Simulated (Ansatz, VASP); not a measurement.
**One calculation of Pd, two programs**

INCAR

```
SYSTEM = Pd
ALGO = Fast
EDIFF = 1E-6
EDIFFG = -0.01
ENCUT = 600
GGA = RE
IBRION = 2
ISIF = 3
ISMEAR = -1
IVDW = 12
LASPH = .True.
LCHARG = .False.
LREAL = .False.
LWAVE = .False.
NELM = 60
NSW = 60
PREC = Accurate
SIGMA = 0.05
```

File KPOINTS:

```
k-points
0
Gamma
  12 12 12
  0 0 0
```

The input POSCAR:

```
Pd
1.0
   -1.5722810000      1.5722810000      1.5722810000
    1.5722810000     -1.5722810000      1.5722810000
    1.5722810000      1.5722810000     -1.5722810000
Pd
1
Direct
    0.0000000000      0.0000000000      0.0000000000
```

File input.yaml:

```yaml
crystal:
  lattice:
    - [-1.572281, 1.572281, 1.572281]
    - [1.572281, -1.572281, 1.572281]
    - [1.572281, 1.572281, -1.572281]
  atoms:
    - { symbol: Pd, position: [0.0, 0.0, 0.0] }
hamiltonian:
  xc: revpbe
  pseudopotentials: { kind: paw }
  dispersion: d3bj
kpoints:
  mp_grid: { grid: [12, 12, 12] }
scf:
  occupations: { method: fermi_dirac, width: 0.05 }
output:
  forces: true
  stress: true
  eigenvalues: true
relax:
  f_tol: 0.01
  max_steps: 40
  cell: { stress_tol: 0.05 }
```

Alike in both runs: task relaxation of cell and atoms; functional revPBE; dispersion D3(BJ); k mesh 12 × 12 × 12; occupations fermi-dirac, width 0.05 eV; no spin polarisation.

|  | VASP | Ansatz |
| --- | --- | --- |
| version | VASP 6.6.1 | Ansatz 0.2.0 |
| potentials or method | VASP PAW PBE potentials, release 64 (Pd) | Ansatz PAW |
| plane-wave cutoff (eV) | 600 | 420 |
| valence electrons in the cell | 10 | 18 |

VASP gave:

* gap on the k mesh at the Fermi level, each at its own relaxed structure (eV): none
* relaxed volume (Å³/atom): 14.52
* relaxed cell length with the largest relative difference (Å): 2.662

Question: Which values does Ansatz return?

Answer: gap on the k mesh at the Fermi level, each at its own relaxed structure (eV): none; relaxed volume (Å³/atom): 14.54; relaxed cell length with the largest relative difference (Å): 2.663.

VASP's potentials were made for PBE, not for revPBE. A gap of «none» marks a metal or a gap that the smearing closes. VASP's potentials hold 10 valence electrons a cell and Ansatz's 18, so a difference there can come from the potentials and not from the codes.

Noted on Ansatz's run: the plane-wave basis is chosen anew once the cell has moved, so the energies of steps on either side of that aren't comparable.
